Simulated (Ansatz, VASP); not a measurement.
**MnS: VASP beside Ansatz**

```
CELL_PARAMETERS angstrom
0.00000 2.80000 2.80000
2.80000 0.00000 2.80000
2.80000 2.80000 0.00000
ATOMIC_POSITIONS crystal
Mn 0.00000 0.00000 0.00000
S 0.75000 0.75000 0.75000
```

Alike in both runs: task single point; functional PBE; k mesh 6 × 6 × 6; occupations gaussian, width 0.05 eV; collinear spin; Hubbard terms Mn d U = 3.0 eV.

|  | VASP | Ansatz |
| --- | --- | --- |
| version | VASP 6.6.1 | Ansatz 0.2.0 |
| potentials or method | VASP PAW PBE potentials, release 64 (Mn_pv, S), cutoff 520 eV | scalar-relativistic, plane waves, PAW |
| valence electrons in the cell | 19 | 21 |

```tsv
	VASP	Ansatz	Ansatz less VASP
gap on the k mesh at the Fermi level (eV)	0.85	1.03	+0.180
least direct gap on the mesh (eV)	1.21	1.17	-0.037
pressure (GPa)	4.5	4.5	-0.04
net moment per atom (μB)	2.50	2.50	0.000
size of the moment on the site where the two differ most (μB)	4.53	4.32	-0.211
```

Site moments also hang on the region over which each program counts them. The programs project onto different local orbitals, so the same U acts differently, and such runs can settle in different states. VASP's potentials hold 19 valence electrons a cell and Ansatz's 21, so a difference there can come from the potentials and not from the codes.
